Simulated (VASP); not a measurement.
A run of VASP 6.6.1 is set up as follows.

POSCAR

```
NiO
1.0
    0.0000000000      2.0942116207      2.0942116207
    2.0942116207      0.0000000000      2.0942116207
    2.0942116207      2.0942116207      0.0000000000
Ni O
1 1
Direct
    0.0000000000      0.0000000000      0.0000000000
    0.5000000000      0.5000000000      0.5000000000
```

Contents of INCAR.step1:

```
SYSTEM = NiO
  PREC = Accurate
  ENCUT = 520
  ISMEAR = 0
  SIGMA = 0.02
  LREAL = .False.
  LASPH = .True.
  NELM = 150
  ISPIN = 2
  MAGMOM = 1.83 0.32
  LMAXMIX = 4
  NBANDS = 19
  GGA = PE
  ALGO = Normal
  EDIFF = 1E-4
  LWAVE = .True.
  LCHARG = .False.
```

File INCAR.step2:

```
SYSTEM = NiO
  PREC = Accurate
  ENCUT = 520
  EDIFF = 1E-7
  ISMEAR = 0
  SIGMA = 0.02
  LREAL = .False.
  LASPH = .True.
  NELM = 150
  ALGO = Normal
  ISIF = 2
  LWAVE = .False.
  LCHARG = .False.
  ISPIN = 2
  MAGMOM = 1.83 0.32
  LORBIT = 11
  LMAXMIX = 4
  METAGGA = R2SCAN
  LMIXTAU = .True.
  NBANDS = 19
  ISTART = 1
```

KPOINTS

```
Automatic mesh
0
Gamma
  12 12 12
  0 0 0
```

Potentials or basis: VASP PAW PBE potentials, release 64 (Ni, O).

The run is started by

```bash
$ cat potpaw_PBE.64/Ni/POTCAR potpaw_PBE.64/O/POTCAR > POTCAR
$ cp INCAR.step1 INCAR
$ mpirun -np 1 vasp_std > vasp.out
$ cp INCAR.step2 INCAR
$ mpirun -np 1 vasp_std > vasp.out
```

(1) Estimate the band gap on the k mesh.

(2) Estimate the site moments.

Results:

(1) 0.74 eV, indirect (least direct gap 1.75 eV).

(2) Ni +1.69; O +0.28 μB.

Caveat: a cell with one magnetic atom can't hold antiferromagnetic order, which such compounds often take.
